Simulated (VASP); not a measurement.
# W (R-3m) in VASP: single point with r2SCAN

Aim: the single point of W with r2SCAN.

Everything below comes from runs of VASP 6.6.1. Logs are shortened: lines on timing, memory, paths and dates and some standing lists are left out, and cuts for length are marked.

## (1) The cell of the first run

Symmetry: R-3m, No. 166, trigonal system. The conventional cell has a = 2.916 Å, b = 2.916 Å, c = 6.742 Å, α = 90.00°, β = 90.00°, γ = 120.00°. Within 3.7 Å of W (site symmetry -3m) lie 12 W at 2.81 to 2.92 Å.

## (2) Single point, r2SCAN

Contents of POSCAR:

```
W
1.0
    2.9162060727      0.0000000000      0.0000000000
   -1.4581030364      2.5255085417      0.0000000000
    1.4581030364      0.8418361806      2.2472938335
W
1
Direct
    0.0000000000      0.0000000000      0.0000000000
```

Contents of INCAR.step1:

```
SYSTEM = W
ALGO     = Normal         ! electronic algorithm
EDIFF    = 1E-4           ! SCF threshold, eV
ENCUT    = 520            ! plane-wave cutoff, eV
GGA      = PE             ! functional
ISMEAR   = 0              ! smearing method
ISYM     = 0            
LASPH    = .TRUE.         ! aspherical terms in the spheres
LCHARG   = .FALSE.        ! write CHGCAR
LREAL    = .FALSE.        ! projectors in reciprocal space
LWAVE    = .TRUE.         ! write WAVECAR
NBANDS   = 13             ! bands
NELM     = 100            ! most SCF steps
PREC     = Accurate       ! precision mode
SIGMA    = 0.1            ! smearing width, eV
```

Contents of INCAR.step2:

```
SYSTEM = W
ALGO     = Normal         ! electronic algorithm
EDIFF    = 1E-6           ! SCF threshold, eV
ENCUT    = 520            ! plane-wave cutoff, eV
ISIF     = 2              ! what is computed and relaxed
ISMEAR   = 0              ! smearing method
ISTART   = 1            
ISYM     = 0            
LASPH    = .TRUE.         ! aspherical terms in the spheres
LCHARG   = .FALSE.        ! write CHGCAR
LMIXTAU  = .TRUE.       
LREAL    = .FALSE.        ! projectors in reciprocal space
LWAVE    = .FALSE.        ! write WAVECAR
METAGGA  = R2SCAN         ! meta-GGA
NBANDS   = 13             ! bands
NELM     = 100            ! most SCF steps
PREC     = Accurate       ! precision mode
SIGMA    = 0.1            ! smearing width, eV
```

Contents of KPOINTS:

```
k-points
0
G
  12 12 15
  0 0 0
```

Potentials or basis: VASP PAW PBE potentials, release 64 (W_sv).

Launch:

```sh
$ cat potpaw_PBE.64/W_sv/POTCAR > POTCAR
$ cp INCAR.step1 INCAR
$ mpirun -np 1 vasp_std > vasp.out
$ cp INCAR.step2 INCAR
$ mpirun -np 1 vasp_std > vasp.out
```

OUTCAR:

```text
SYSTEM = W
   EDIFF = 1E-6
   ENCUT = 520
   ISIF = 2
   ISMEAR = 0
   ISTART = 1
   ISYM = 0
   LASPH = .TRUE.
   LREAL = .FALSE.
   METAGGA = R2SCAN
   NELM = 100
   PREC = Accurate

 ion  position               nearest neighbor table
   1  0.000  0.000  0.000-

IMPORTANT INFORMATION: All symmetrisations will be switched off!
NOSYMM: (Re-)initialisation of all symmetry stuff for point group C_1.

----------------------------------------------------------------------------------------

                                     Primitive cell

  volume of cell :      16.5511

  direct lattice vectors                    reciprocal lattice vectors
     2.916206073  0.000000000  0.000000000     0.342911295  0.197979928 -0.296653093
    -1.458103036  2.525508542  0.000000000     0.000000000  0.395959857 -0.148326547
     1.458103036  0.841836181  2.247293834     0.000000000  0.000000000  0.444979640

  length of vectors
     2.916206073  2.916206073  2.808038852     0.494759806  0.422829720  0.444979640

  position of ions in fractional coordinates (direct lattice)
     0.000000000  0.000000000  0.000000000

  ion indices of the primitive-cell ions
   primitive index   ion index
                 1           1

----------------------------------------------------------------------------------------

 KPOINTS: k-points

Automatic generation of k-mesh.
 Grid dimensions read from file:
 generate k-points for:   12   12   15

 Generating k-lattice:

  Cartesian coordinates                     Fractional coordinates (reciprocal lattice)
     0.028575941  0.016498327 -0.024721091     0.083333333  0.000000000  0.000000000
     0.000000000  0.032996655 -0.012360546     0.000000000  0.083333333 -0.000000000
     0.000000000  0.000000000  0.029665309     0.000000000  0.000000000  0.066666667

  Length of vectors
     0.041229984  0.035235810  0.029665309

  Shift w.r.t. Gamma in fractional coordinates (k-lattice)
     0.000000000  0.000000000  0.000000000

 -----------------------------------------------------------------------------
|                                                                             |
|           W    W    AA    RRRRR   N    N  II  N    N   GGGG   !!!           |
|           W    W   A  A   R    R  NN   N  II  NN   N  G    G  !!!           |
|           W    W  A    A  R    R  N N  N  II  N N  N  G       !!!           |
|           W WW W  AAAAAA  RRRRR   N  N N  II  N  N N  G  GGG   !            |
|           WW  WW  A    A  R   R   N   NN  II  N   NN  G    G                |
|           W    W  A    A  R    R  N    N  II  N    N   GGGG   !!!           |
|                                                                             |
|     Your reciprocal lattice and k-lattice belong to different lattice       |
|     classes:                                                                |
|                                                                             |
|        The reciprocal lattice is rhombohedral (trigonal),                   |
|        whereas your k-lattice is base-centered monoclinic.                  |
|                                                                             |
|     Results are often still useful ...                                      |
|                                                                             |
 -----------------------------------------------------------------------------

 WARNING: IBZKPT: internal override: KBLOWUP is changed to .FALSE.
      ... skipping the blow-up phase ...

 Subroutine IBZKPT returns following result:
 ===========================================

 Found   1082 irreducible k-points:

 Following reciprocal coordinates:
            Coordinates               Weight
  0.000000  0.000000  0.000000      1.000000
  0.083333 -0.000000 -0.000000      2.000000
  0.166667 -0.000000 -0.000000      2.000000
  0.250000 -0.000000 -0.000000      2.000000
  0.333333  0.000000 -0.000000      2.000000
  0.416667 -0.000000 -0.000000      2.000000
[... 16 lines left out ...]
  0.250000  0.166667 -0.000000      2.000000
  0.333333  0.166667  0.000000      2.000000
 [... further k-points ...]
   k-points           NKPTS =   1082   k-points in BZ     NKDIM =   1082   number of bands    NBANDS=     13
   number of dos      NEDOS =    301   number of ions     NIONS =      1
   total plane-waves  NPLWV =  13824
   dimension x,y,z NGX =    24 NGY =   24 NGZ =   24
   dimension x,y,z NGXF=    48 NGYF=   48 NGZF=   48
   ions per type =               1
   NGX,Y,Z   is equivalent  to a cutoff of  13.68, 13.68, 14.21 a.u.
   NGXF,Y,Z  is equivalent  to a cutoff of  27.36, 27.36, 28.42 a.u.
 SYSTEM =  W
   PREC   = accura    normal or accurate (medium, high low for compatibility)
   ISTART =      1    job   : 0-new  1-cont  2-samecut
   ICHARG =      0    charge: 1-file 2-atom 10-const
   ISPIN  =      1    spin polarized calculation?
   LNONCOLLINEAR =      F non collinear calculations
   LSORBIT =      F    spin-orbit coupling
   LASPH  =      T    aspherical Exc in radial PAW
   ENCUT  =  520.0 eV  38.22 Ry    6.18 a.u.   5.42  5.42  5.22*2*pi/ulx,y,z
   NELM   =    100;   NELMIN=  2; NELMDL=  0     # of ELM steps
   EDIFF  = 0.1E-05   stopping-criterion for ELM
   LREAL  =      F    real-space projection
   EDIFFG = 0.1E-04   stopping-criterion for IOM
   NSW    =      0    number of steps for IOM
   IBRION =     -1    ionic relax: 0-MD 1-quasi-New 2-CG
   NFREE  =      0    steps in history (QN), initial steepest desc. (CG)
   ISIF   =      2    stress and relaxation
   ISYM   =      0    0-nonsym 1-usesym 2-fastsym
   POTIM  = 0.5000    time-step for ionic-motion
   TEBEG  =    0.0;   TEEND  =   0.0 temperature during run
   PSTRESS=    0.0 pullay stress
   NELECT =      14.0000    total number of electrons
   NUPDOWN=      -1.0000    fix difference up-down
   EMIN   =  10.00;   EMAX   =-10.00  energy-range for DOS
   EFERMI =   0.00;   METHOD = LEGACY
   ISMEAR =     0;   SIGMA  =   0.10  broadening in eV -4-tet -1-fermi 0-gaus
   EFERMI_NEDOS =   21; number of points for ismear=-14 and -15
   IALGO  =     38    algorithm
   IMIX   =      4    mixing-type and parameters
     AMIX     =   0.40;   BMIX     =  1.00
     AMIX_MAG =   1.60;   BMIX_MAG =  1.00
  volume/ion in A,a.u.               =      16.55       111.69
  Fermi-wavevector in a.u.,A,eV,Ry     =   1.548253  2.925774 32.614345  2.397087
  Thomas-Fermi vector in A             =   2.653230
   LORBIT       =      0    0 simple, 1 ext, 2 COOP (PROOUT), +10 PAW based schemes
   METAGGA = R2SCAN    functional components
   LHFCALC =     F    Hartree Fock is set to
   AEXX    =    0.0000 exact exchange contribution
   IVDW    =     0    specifies the selected vdW correction
   LEPSILON=     F    determine dielectric tensor
   LRPA    =     F    only Hartree local field effects (RPA)
 non-spin polarized calculation
 Gauss-broadening in eV      SIGMA  =   0.10
  energy-cutoff  :      520.00
  volume of cell :       16.55
 maximum number of plane-waves:       464
 NGX is ok and might be reduce to    24
   NGX = 11   NGY = 11   NGZ = 11

 number of electron      14.0000001 magnetization

 Free energy of the ion-electron system (eV)
  ---------------------------------------------------
  ext. energy  EPLUGINS =         0.00000000
  ---------------------------------------------------
  free energy    TOTEN  =       -50.83314190 eV

  energy without entropy =      -50.82825442  energy(sigma->0) =      -50.83069816

 E-fermi :  10.3374     XC(G=0): -14.6697

 val. band max:       10.3374223392   @ k =   0.1667  -0.0000   0.4667
 cond. band min:      10.3375713035   @ k =   0.0833  -0.0000   0.2000
 fundamental gap:      0.0001489643
 Fermi energy:        10.3374460698

 k-point     1 :       0.0000    0.0000    0.0000
  band No.  band energies     occupation
      1     -65.4110      2.00000
      2     -28.3961      2.00000
      3     -28.3951      2.00000
      4     -28.2639      2.00000
      5       0.7938      2.00000
      6       9.2066      2.00000
      7       9.2073      2.00000
      8      10.4523      0.10426
      9      13.0623      0.00000
     10      13.0662      0.00000
     11      23.5687      0.00000
     12      28.7062      0.00000
     13      28.7097      0.00000

 k-point     2 :       0.0833   -0.0000   -0.0000
  band No.  band energies     occupation
      1     -65.4006      2.00000
      2     -28.4570      2.00000
      3     -28.4270      2.00000
      4     -28.3145      2.00000
      5       1.2126      2.00000
      6       8.9950      2.00000
      7       9.4736      2.00000
      8      10.4837      0.03855
      9      12.5552      0.00000
     10      13.1929      0.00000
     11      24.4142      0.00000
     12      28.2599      0.00000
     13      28.9796      0.00000

 k-point     3 :       0.1667   -0.0000   -0.0000
  band No.  band energies     occupation
      1     -65.3719      2.00000
      2     -28.6589      2.00000
      3     -28.5134      2.00000
      4     -28.4096      2.00000
      5       2.3681      2.00000
      6       8.1980      2.00000
      7      10.2609      1.72119
      8      10.9207      0.00000
      9      11.4288      0.00000
     10      13.5666      0.00000
     11      26.6273      0.00000
     12      27.8514      0.00000
     13      29.4636      0.00000
[... 305 lines left out ...]
 k-point    23 :       0.2500    0.1667   -0.0000
  band No.  band energies     occupation
      1     -65.2909      2.00000
      2     -29.2816      2.00000
      3     -28.7501      2.00000
      4     -28.5828      2.00000
      5       5.2375      2.00000
      6       6.7672      2.00000
      7       9.2669      2.00000
      8      12.3672      0.00000
      9      14.6938      0.00000
     10      15.5279      0.00000
     11      23.1599      0.00000
     12      27.4276      0.00000
     13      28.0062      0.00000

 k-point    24 :       0.3333    0.1667    0.0000
  band No.  band energies     occupation
      1     -65.2659      2.00000
      2     -29.3732      2.00000
      3     -28.9015      2.00000
      4     -28.6424      2.00000
      5       5.2722      2.00000
      6       6.2107      2.00000
      7      10.4192      0.24779
      8      13.5171      0.00000
      9      15.7022      0.00000
     10      17.1752      0.00000
     11      20.6492      0.00000
     12      25.7206      0.00000
     13      26.3931      0.00000

 [... further k-points ...]

------------------------ aborting loop because EDIFF is reached ----------------------------------------

  FORCE on cell =-STRESS in cart. coord.  units (eV):
  Direction    XX          YY          ZZ          XY          YZ          ZX
  --------------------------------------------------------------------------------------
  -------------------------------------------------------------------------------------
  Total        0.0261666      0.0525134     -1.5501033     -0.0228006     -0.0045147     -0.0078261
  in kB        2.5329732      5.0833940   -150.0528670     -2.2071433     -0.4370345     -0.7575805
  external PRESSURE =     -47.4788333 kB  Pullay stress =       0.0000000 kB

 VOLUME and BASIS-vectors are now :
 -----------------------------------------------------------------------------
  energy-cutoff  :      520.00
  volume of cell :       16.55
      direct lattice vectors                 reciprocal lattice vectors
     2.916206073  0.000000000  0.000000000     0.342911295  0.197979928 -0.296653093
    -1.458103036  2.525508542  0.000000000     0.000000000  0.395959857 -0.148326547
     1.458103036  0.841836181  2.247293834     0.000000000  0.000000000  0.444979640

 POSITION                                       TOTAL-FORCE (eV/Angst)
 -----------------------------------------------------------------------------------
      0.00000      0.00000      0.00000        -0.000000     -0.000000     -0.000000
 -----------------------------------------------------------------------------------
    total drift:                               -0.000000     -0.000000     -0.000000

  FREE ENERGIE OF THE ION-ELECTRON SYSTEM (eV)
  ---------------------------------------------------
  free  energy   TOTEN  =       -50.8331418994 eV

  energy  without entropy=      -50.8282544199  energy(sigma->0) =      -50.83069816
```

It took 8.8 min on 1 thread of Intel Xeon 8259CL, shared host; peak memory 0.34 GiB.

Results:

- Free energy: -50.8331 eV
- Pressure: -4.7 GPa
- Band gap on the k mesh: zero (bands 7 and 8 overlap by 3.51 eV)

Levels at points of the mesh, in eV from the Fermi level:
```tsv
k point	band 4	band 5	band 6	band 7	band 8	band 9	band 10	band 11
(0.00, 0.00, 0.00)	-38.60	-9.54	-1.13	-1.13	0.11	2.72	2.73	13.23
(0.50, 0.00, 0.00)	-39.04	-5.77	-4.85	2.87	4.99	5.72	5.91	11.47
(0.00, 0.50, 0.00)	-38.78	-6.01	-1.36	-0.15	0.12	4.63	5.33	10.40
(0.50, 0.50, 0.00)	-38.78	-6.01	-1.36	-0.15	0.12	4.63	5.33	10.40
```

Caveat: the stress differs along the axes, from -15 to 1 GPa; the PAW data sets were made with another functional, which shifts forces and pressure a little; spin-orbit coupling is left out, which moves the levels of the heavy elements.
